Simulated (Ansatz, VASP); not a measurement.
**Two plane-wave programs on Ru**

```
Ru
1.0
     0.00000    1.88689    1.88689
     1.88689    0.00000    1.88689
     1.88689    1.88689    0.00000
Ru
1
Cartesian
  0.0000 0.0000 0.0000
```

Alike in both runs: task single point; functional revPBE; k mesh 16 × 16 × 16; occupations fermi-dirac, width 0.1 eV; no spin polarisation.

|  | VASP | Ansatz |
| --- | --- | --- |
| version | VASP 6.6.1 | Ansatz 0.2.0 |
| potentials or method | VASP PAW PBE potentials, release 64 (Ru_pv), cutoff 520 eV | plane waves (420 eV) with PAW, scalar-relativistic |
| valence electrons in the cell | 14 | 16 |

Ansatz gave:

- pressure (GPa): 13.1

Estimate VASP's values.

pressure (GPa): 13.0.

VASP's potentials were made for PBE, not for revPBE. VASP's potentials hold 14 valence electrons a cell and Ansatz's 16, so a difference there can come from the potentials and not from the codes.
